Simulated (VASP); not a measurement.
InP (zinc blende type): single point with HSE06

The system is InP (zinc blende type).

```xyz
2
Lattice="0.0000 2.9295 2.9295 2.9295 0.0000 2.9295 2.9295 2.9295 0.0000" Properties=species:S:1:pos:R:3 pbc="T T T"
In    0.0000    0.0000    0.0000
P     1.4647    1.4647    1.4647
```

- Program: VASP 6.6.1
- Task: single point
- Functional: HSE06
- Potentials or basis: VASP PAW PBE potentials, release 64 (In_d, P)
- Cutoff: 520 eV
- k mesh: 4 × 4 × 4
- Occupations: fermi-dirac, width 0.05 eV
- Spin: no spin polarisation

* Pressure: 1.7 GPa
* Band gap on the k mesh: 1.54 eV, direct

Levels at points of the mesh, in eV from the valence-band top:
```
           k point  band 7  band 8  band 9  band 10  band 11  band 12
(0.00, 0.00, 0.00)    0.00    0.00    0.00     1.54     4.92     4.92
(0.50, 0.00, 0.00)   -6.25   -1.06   -1.06     2.28     5.65     5.65
(0.50, 0.50, 0.00)   -6.24   -2.54   -2.54     2.37     3.00    10.45
```

Wall time 3.7 min on 1 thread of Intel(R) Xeon(R) 6975P-C (Granite Rapids), with other jobs on the host, peak memory 0.28 GiB.

Caveat: the k points lie up to 0.46 Å⁻¹ apart; the PAW data sets were made with another functional, which shifts forces and pressure a little; spin-orbit coupling is left out, which moves the levels of the heavy elements.
